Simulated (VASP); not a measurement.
Write the native input for VASP 6.6.1 that does the following.

* Task: single point
* Functional: r2SCAN
* Potentials or basis: VASP PAW PBE potentials, release 64 (Rh_pv)
* Cutoff: 520 eV
* k mesh: 22 × 22 × 22
* Occupations: gaussian, width 0.15 eV
* Spin: no spin polarisation
* Dipole correction: no
* Further INCAR settings: ALGO = Normal; EDIFF = 1e-07; NBANDS = 14

The system is Rh.

```
Rh
1.0
     0.00000    1.80647    1.80647
     1.80647    0.00000    1.80647
     1.80647    1.80647    0.00000
Rh
1
Cartesian
  0.0000 0.0000 0.0000
```

This cell differs from its parent crystal: strain -0.050 along x and y, -0.050 along z.

One way to write it, as run:

POSCAR

```
Rh
1.0
    0.0000000000      1.8064725000      1.8064725000
    1.8064725000      0.0000000000      1.8064725000
    1.8064725000      1.8064725000      0.0000000000
Rh
1
Direct
    0.0000000000      0.0000000000      0.0000000000
```

INCAR.step1

```
SYSTEM = Rh
PREC = Accurate
ENCUT = 520
ISMEAR = 0
SIGMA = 0.15
LREAL = .False.
LASPH = .True.
NELM = 100
NBANDS = 14
GGA = PE
ALGO = Normal
EDIFF = 1E-4
LWAVE = .True.
LCHARG = .False.
```

INCAR.step2

```
SYSTEM = Rh
PREC = Accurate
ENCUT = 520
EDIFF = 1E-7
ISMEAR = 0
SIGMA = 0.15
LREAL = .False.
LASPH = .True.
NELM = 100
ALGO = Normal
ISIF = 2
LWAVE = .False.
LCHARG = .False.
METAGGA = R2SCAN
LMIXTAU = .True.
NBANDS = 14
ISTART = 1
```

KPOINTS

```
regular mesh
0
Gamma
  22 22 22
  0 0 0
```

Potentials or basis: VASP PAW PBE potentials, release 64 (Rh_pv).

The run is started by

```sh
$ cat potpaw_PBE.64/Rh_pv/POTCAR > POTCAR
$ cp INCAR.step1 INCAR
$ mpirun -np 1 vasp_std > vasp.out
$ cp INCAR.step2 INCAR
$ mpirun -np 1 vasp_std > vasp.out
```

Results of the run:

* Pressure: 65.2 GPa

Caveat: the cell differs from its parent crystal (strain -0.050 along x and y, -0.050 along z); the PAW data sets were made with another functional, which shifts forces and pressure a little.

Wall time 74 s on 1 thread of Intel(R) Xeon(R) 6975P-C (Granite Rapids), with other jobs on the host, peak memory 0.16 GiB.
